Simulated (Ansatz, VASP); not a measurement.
Ni: VASP beside Ansatz

```
CELL_PARAMETERS angstrom
2.71606 0.00000 0.00000
0.00000 2.71606 0.00000
0.00000 0.00000 2.71606
ATOMIC_POSITIONS crystal
Ni 0.00000 0.00000 0.00000
Ni 0.50000 0.50000 0.50000
```

Alike in both runs: task single point; functional PBE; k mesh 13 × 13 × 13; occupations fermi-dirac, width 0.05 eV; collinear spin.

|  | VASP | Ansatz |
| --- | --- | --- |
| version | VASP 6.6.1 | Ansatz 0.2.0 |
| potentials or method | VASP PAW PBE potentials, release 64 (Ni), cutoff 520 eV | plane waves (420 eV) with PAW, scalar-relativistic |
| valence electrons in the cell | 20 | 36 |

```tsv
	VASP	Ansatz	Ansatz less VASP
pressure (GPa)	21.7	22.1	+0.47
net moment per atom (μB)	0.50	0.51	+0.016
size of the moment on the site where the two differ most (μB)	0.50	0.54	+0.038
```

Site moments also hang on the region over which each program counts them. VASP's potentials hold 20 valence electrons a cell and Ansatz's 36, so a difference there can come from the potentials and not from the codes.
